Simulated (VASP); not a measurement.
**Fe3PdC: single point with PBE**

The system is Fe3PdC.

```
Pd C Fe
1.0
     3.81522    0.00000    0.00000
     0.00000    3.81522    0.00000
     0.00000    0.00000    3.81522
Pd C Fe
1 1 3
Direct
  0.00000 0.00000 0.00000
  0.50000 0.50000 0.50000
  0.50000 0.50000 0.00000
  0.50000 0.00000 0.50000
  0.00000 0.50000 0.50000
```

```
Program             : VASP 6.6.1
Task                : single point
Functional          : PBE
Potentials or basis : VASP PAW PBE potentials, release 64 (Pd, C, Fe)
Cutoff              : 600 eV
k mesh              : 6 × 6 × 6
Occupations         : gaussian, width 0.1 eV
Spin                : collinear spin, ferromagnetic start
Starting moments    : [0.0, 0.0, 3.0, 3.0, 3.0] μB
```

The pressure is 4.6 GPa, the net moment is 6.86 μB per cell and the site moments are Pd +0.39; C -0.13; Fe +2.20 μB. The valence electrons inside the program's atomic spheres are Pd 9.54; C 2.48; Fe 7.34.

Levels at points of the mesh, in eV from the Fermi level:
Spin up:
| k point | band 19 | band 20 | band 21 | band 22 | band 23 | band 24 | band 25 | band 26 |
| --- | --- | --- | --- | --- | --- | --- | --- | --- |
| (0.00, 0.00, 0.00) | -0.93 | -0.93 | -0.93 | -0.55 | -0.55 | -0.55 | 3.92 | 6.27 |
| (0.50, 0.00, 0.00) | -1.55 | -1.21 | -0.93 | -0.55 | 0.40 | 0.40 | 4.13 | 4.81 |
| (0.50, 0.50, 0.00) | -1.81 | -1.69 | -0.35 | -0.06 | -0.06 | 0.98 | 1.52 | 6.39 |
| (0.50, 0.50, 0.50) | -1.04 | -0.82 | -0.82 | -0.22 | -0.22 | -0.22 | 2.64 | 2.64 |
Spin down:
```csv
k point,band 13,band 14,band 15,band 16,band 17,band 18,band 19,band 20
"(0.00, 0.00, 0.00)",-1.31,0.01,0.01,0.55,0.55,1.40,1.40,1.40
"(0.50, 0.00, 0.00)",-1.56,-1.56,-0.22,0.09,0.37,0.37,0.58,0.73
"(0.50, 0.50, 0.00)",-1.07,-0.60,-0.60,-0.18,-0.18,0.25,0.39,0.80
"(0.50, 0.50, 0.50)",-0.60,-0.15,-0.15,-0.15,0.55,0.55,0.55,1.31
```

Run time: 120 s on 1 thread of Intel Xeon 8259CL, on a shared host, peak memory 0.23 GiB.

Caveat: the cell stands under pressure.
